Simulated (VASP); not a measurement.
# Bi (Pm-3m) in VASP: single point with PBEsol

Aim: the single point of Bi with PBEsol.

Everything below comes from runs of VASP 6.6.1. Logs are shortened: lines on timing, memory, paths and dates and some standing lists are left out, and cuts for length are marked.

## Step 1: The cell of the first run

Symmetry: Pm-3m, No. 221, cubic system. The conventional cell has a = 4.260 Å, b = 4.260 Å, c = 4.260 Å, α = 90.00°, β = 90.00°, γ = 90.00°. Bi (site symmetry m-3m) has 6 Bi at 4.26 Å within 5.6 Å.

## Step 2: Single point, PBEsol

File INCAR:

```
  ALGO = Normal
  EDIFF = 1E-6
  ENCUT = 500
  GGA = PS
  GGA_COMPAT = F
  ISIF = 2
  ISMEAR = -1
  LASPH = T
  LCHARG = F
  LREAL = F
  LWAVE = F
  NBANDS = 14
  NELM = 120
  PREC = Accurate
  SIGMA = 0.1
```

File KPOINTS:

```
k-points
0
Gamma
  6 6 6
```

File POSCAR:

```
Bi
1.0
    4.2598220000      0.0000000000      0.0000000000
    0.0000000000      4.2598220000      0.0000000000
    0.0000000000      0.0000000000      4.2598220000
Bi
1
Direct
    0.5000000000      0.5000000000      0.5000000000
```

Potentials or basis: VASP PAW PBE potentials, release 64 (Bi_d).

Started as:

```bash
> cat potpaw_PBE.64/Bi_d/POTCAR > POTCAR
> mpirun -np 1 vasp_std > vasp.out
```

OUTCAR:

```text
EDIFF = 1E-6
   ENCUT = 500
   GGA = PS
   ISIF = 2
   ISMEAR = -1
   LASPH = T
   LREAL = F
   NELM = 120
   PREC = Accurate

 ion  position               nearest neighbor table
   1  0.500  0.500  0.500-

  LATTYP: Found a simple cubic cell.
 ALAT       =     4.2598220000

  Lattice vectors:

 A1 = (   4.2598220000,   0.0000000000,   0.0000000000)
 A2 = (   0.0000000000,   4.2598220000,   0.0000000000)
 A3 = (   0.0000000000,   0.0000000000,   4.2598220000)

Analysis of symmetry for initial positions (statically):
=====================================================================
 Subroutine PRICEL returns:
 Original cell was already a primitive cell.

 Routine SETGRP: Setting up the symmetry group for a
 simple cubic supercell.

 Subroutine GETGRP returns: Found 48 space group operations
 (whereof 48 operations were pure point group operations)
 out of a pool of 48 trial point group operations.

The static configuration has the point symmetry O_h .

Analysis of symmetry for dynamics (positions and initial velocities):
=====================================================================
 Subroutine PRICEL returns:
 Original cell was already a primitive cell.

 Routine SETGRP: Setting up the symmetry group for a
 simple cubic supercell.

 Subroutine GETGRP returns: Found 48 space group operations
 (whereof 48 operations were pure point group operations)
 out of a pool of 48 trial point group operations.

The dynamic configuration has the point symmetry O_h .

 Subroutine INISYM returns: Found 48 space group operations
 (whereof 48 operations are pure point group operations),
 and found     1 'primitive' translations

----------------------------------------------------------------------------------------

                                     Primitive cell

  volume of cell :      77.2991

  direct lattice vectors                    reciprocal lattice vectors
     4.259822000  0.000000000  0.000000000     0.234751593  0.000000000  0.000000000
     0.000000000  4.259822000  0.000000000     0.000000000  0.234751593  0.000000000
     0.000000000  0.000000000  4.259822000     0.000000000  0.000000000  0.234751593

  length of vectors
     4.259822000  4.259822000  4.259822000     0.234751593  0.234751593  0.234751593

  position of ions in fractional coordinates (direct lattice)
     0.500000000  0.500000000  0.500000000

  ion indices of the primitive-cell ions
   primitive index   ion index
                 1           1

----------------------------------------------------------------------------------------

 KPOINTS: k-points

Automatic generation of k-mesh.
 Grid dimensions read from file:
 generate k-points for:    6    6    6

 Generating k-lattice:

  Cartesian coordinates                     Fractional coordinates (reciprocal lattice)
     0.039125265  0.000000000  0.000000000     0.166666667  0.000000000  0.000000000
     0.000000000  0.039125265  0.000000000     0.000000000  0.166666667  0.000000000
     0.000000000  0.000000000  0.039125265     0.000000000  0.000000000  0.166666667

  Length of vectors
     0.039125265  0.039125265  0.039125265

  Shift w.r.t. Gamma in fractional coordinates (k-lattice)
     0.000000000  0.000000000  0.000000000

 Subroutine IBZKPT returns following result:
 ===========================================

 Found     20 irreducible k-points:

 Following reciprocal coordinates:
            Coordinates               Weight
  0.000000  0.000000  0.000000      1.000000
  0.166667  0.000000  0.000000      6.000000
  0.333333  0.000000  0.000000      6.000000
  0.500000  0.000000  0.000000      3.000000
  0.166667  0.166667  0.000000     12.000000
  0.333333  0.166667  0.000000     24.000000
[... 12 lines left out ...]
  0.500000  0.500000  0.333333      6.000000
  0.500000  0.500000  0.500000      1.000000
   k-points           NKPTS =     20   k-points in BZ     NKDIM =     20   number of bands    NBANDS=     14
   number of dos      NEDOS =    301   number of ions     NIONS =      1
   total plane-waves  NPLWV =  32768
   dimension x,y,z NGX =    32 NGY =   32 NGZ =   32
   dimension x,y,z NGXF=    64 NGYF=   64 NGZF=   64
   ions per type =               1
   NGX,Y,Z   is equivalent  to a cutoff of  12.49, 12.49, 12.49 a.u.
   NGXF,Y,Z  is equivalent  to a cutoff of  24.98, 24.98, 24.98 a.u.
 SYSTEM =  unknown system
   PREC   = accura    normal or accurate (medium, high low for compatibility)
   ISTART =      0    job   : 0-new  1-cont  2-samecut
   ICHARG =      2    charge: 1-file 2-atom 10-const
   ISPIN  =      1    spin polarized calculation?
   LNONCOLLINEAR =      F non collinear calculations
   LSORBIT =      F    spin-orbit coupling
   LASPH  =      T    aspherical Exc in radial PAW
   ENCUT  =  500.0 eV  36.75 Ry    6.06 a.u.   7.77  7.77  7.77*2*pi/ulx,y,z
   NELM   =    120;   NELMIN=  2; NELMDL= -5     # of ELM steps
   EDIFF  = 0.1E-05   stopping-criterion for ELM
   LREAL  =      F    real-space projection
   EDIFFG = 0.1E-04   stopping-criterion for IOM
   NSW    =      0    number of steps for IOM
   IBRION =     -1    ionic relax: 0-MD 1-quasi-New 2-CG
   NFREE  =      0    steps in history (QN), initial steepest desc. (CG)
   ISIF   =      2    stress and relaxation
   ISYM   =      2    0-nonsym 1-usesym 2-fastsym
   POTIM  = 0.5000    time-step for ionic-motion
   TEBEG  =    0.0;   TEEND  =   0.0 temperature during run
   PSTRESS=    0.0 pullay stress
   NELECT =      15.0000    total number of electrons
   NUPDOWN=      -1.0000    fix difference up-down
   EMIN   =  10.00;   EMAX   =-10.00  energy-range for DOS
   EFERMI =   0.00;   METHOD = LEGACY
   ISMEAR =    -1;   SIGMA  =   0.10  broadening in eV -4-tet -1-fermi 0-gaus
   EFERMI_NEDOS =   21; number of points for ismear=-14 and -15
   IALGO  =     38    algorithm
   IMIX   =      4    mixing-type and parameters
     AMIX     =   0.40;   BMIX     =  1.00
     AMIX_MAG =   1.60;   BMIX_MAG =  1.00
  volume/ion in A,a.u.               =      77.30       521.64
  Fermi-wavevector in a.u.,A,eV,Ry     =   0.947794  1.791070 12.222288  0.898313
  Thomas-Fermi vector in A             =   2.075921
   LORBIT       =      0    0 simple, 1 ext, 2 COOP (PROOUT), +10 PAW based schemes
   GGA     = PS    functional components
   LHFCALC =     F    Hartree Fock is set to
   AEXX    =    0.0000 exact exchange contribution
   IVDW    =     0    specifies the selected vdW correction
   LEPSILON=     F    determine dielectric tensor
   LRPA    =     F    only Hartree local field effects (RPA)
 non-spin polarized calculation
  energy-cutoff  :      500.00
  volume of cell :       77.30
 maximum number of plane-waves:      1984
 NGX is ok and might be reduce to    32
   NGX = 15   NGY = 15   NGZ = 15

 number of electron      15.0000014 magnetization

 Free energy of the ion-electron system (eV)
  ---------------------------------------------------
  ext. energy  EPLUGINS =         0.00000000
  ---------------------------------------------------
  free energy    TOTEN  =        -2.44491206 eV

  energy without entropy =       -2.40930974  energy(sigma->0) =       -2.42711090

 E-fermi :   0.0450     XC(G=0):  -6.5787

 val. band max:        0.0023822559   @ k =   0.5000   0.5000   0.3333
 cond. band min:       0.1423317672   @ k =   0.1667   0.1667   0.0000
 fundamental gap:      0.1399495113
 Fermi energy:         0.0450163852

 k-point     1 :       0.0000    0.0000    0.0000
  band No.  band energies     occupation
      1     -22.6141      2.00000
      2     -22.6141      2.00000
      3     -22.6042      2.00000
      4     -22.6042      2.00000
      5     -22.6042      2.00000
      6     -10.3605      2.00000
      7       1.2718      0.00001
      8       1.2718      0.00001
      9       1.2718      0.00001
     10       3.4139      0.00000
     11       6.3101      0.00000
     12       6.3101      0.00000
     13      12.1669      0.00000
     14      12.1669      0.00000

 k-point     2 :       0.1667    0.0000    0.0000
  band No.  band energies     occupation
      1     -22.6140      2.00000
      2     -22.6102      2.00000
      3     -22.6052      2.00000
      4     -22.6052      2.00000
      5     -22.6042      2.00000
      6     -10.2906      2.00000
      7       0.1660      0.45939
      8       1.3678      0.00000
      9       1.3678      0.00000
     10       4.1241      0.00000
     11       6.4906      0.00000
     12       7.3669      0.00000
     13      10.6924      0.00000
     14      10.9062      0.00000

 k-point     3 :       0.3333    0.0000    0.0000
  band No.  band energies     occupation
      1     -22.6139      2.00000
      2     -22.6070      2.00000
      3     -22.6070      2.00000
      4     -22.6041      2.00000
      5     -22.6023      2.00000
      6     -10.1412      2.00000
      7      -1.1379      1.99999
      8       1.5764      0.00000
      9       1.5764      0.00000
     10       4.9373      0.00000
     11       6.9815      0.00000
     12       8.0700      0.00000
     13       9.5225      0.00000
     14       9.5225      0.00000
[... 256 lines left out ...]
 k-point    19 :       0.5000    0.5000    0.3333
  band No.  band energies     occupation
      1     -22.6118      2.00000
      2     -22.6107      2.00000
      3     -22.6107      2.00000
      4     -22.5939      2.00000
      5     -22.5900      2.00000
      6      -9.5818      2.00000
      7      -0.6324      1.99772
      8      -0.6324      1.99772
      9       0.0024      1.21000
     10       4.8150      0.00000
     11       5.9506      0.00000
     12       5.9506      0.00000
     13       7.9090      0.00000
     14      12.0604      0.00000

 k-point    20 :       0.5000    0.5000    0.5000
  band No.  band energies     occupation
      1     -22.6116      2.00000
      2     -22.6116      2.00000
      3     -22.6116      2.00000
      4     -22.5899      2.00000
      5     -22.5899      2.00000
      6      -9.5105      2.00000
      7      -0.4783      1.98938
      8      -0.4783      1.98938
      9      -0.4783      1.98938
     10       5.3643      0.00000
     11       5.3643      0.00000
     12       5.3643      0.00000
     13       6.9181      0.00000
     14      14.6330      0.00000

------------------------ aborting loop because EDIFF is reached ----------------------------------------

  FORCE on cell =-STRESS in cart. coord.  units (eV):
  Direction    XX          YY          ZZ          XY          YZ          ZX
  --------------------------------------------------------------------------------------
  -------------------------------------------------------------------------------------
  Total       -2.9038644     -2.9038644     -2.9038644     -0.0000000      0.0000000     -0.0000000
  in kB      -60.1883670    -60.1883670    -60.1883670     -0.0000000      0.0000000     -0.0000000
  external PRESSURE =     -60.1883670 kB  Pullay stress =       0.0000000 kB

 VOLUME and BASIS-vectors are now :
 -----------------------------------------------------------------------------
  energy-cutoff  :      500.00
  volume of cell :       77.30
      direct lattice vectors                 reciprocal lattice vectors
     4.259822000  0.000000000  0.000000000     0.234751593  0.000000000  0.000000000
     0.000000000  4.259822000  0.000000000     0.000000000  0.234751593  0.000000000
     0.000000000  0.000000000  4.259822000     0.000000000  0.000000000  0.234751593

 POSITION                                       TOTAL-FORCE (eV/Angst)
 -----------------------------------------------------------------------------------
      2.12991      2.12991      2.12991         0.000000      0.000000      0.000000
 -----------------------------------------------------------------------------------
    total drift:                                0.000000     -0.000000     -0.000000

  FREE ENERGIE OF THE ION-ELECTRON SYSTEM (eV)
  ---------------------------------------------------
  free  energy   TOTEN  =        -2.4449120643 eV

  energy  without entropy=       -2.4093097367  energy(sigma->0) =       -2.42711090
```

Wall time 11 s (1 thread of Intel Xeon 6975P-C, shared host); peak memory 0.18 GiB.

What came out:

| Quantity | Value |
| --- | --- |
| Free energy | -2.4449 eV |
| Pressure | -6.0 GPa |

Caveat: the PAW data sets were made with another functional, which shifts forces and pressure a little; spin-orbit coupling is left out, which moves the levels of the heavy elements.
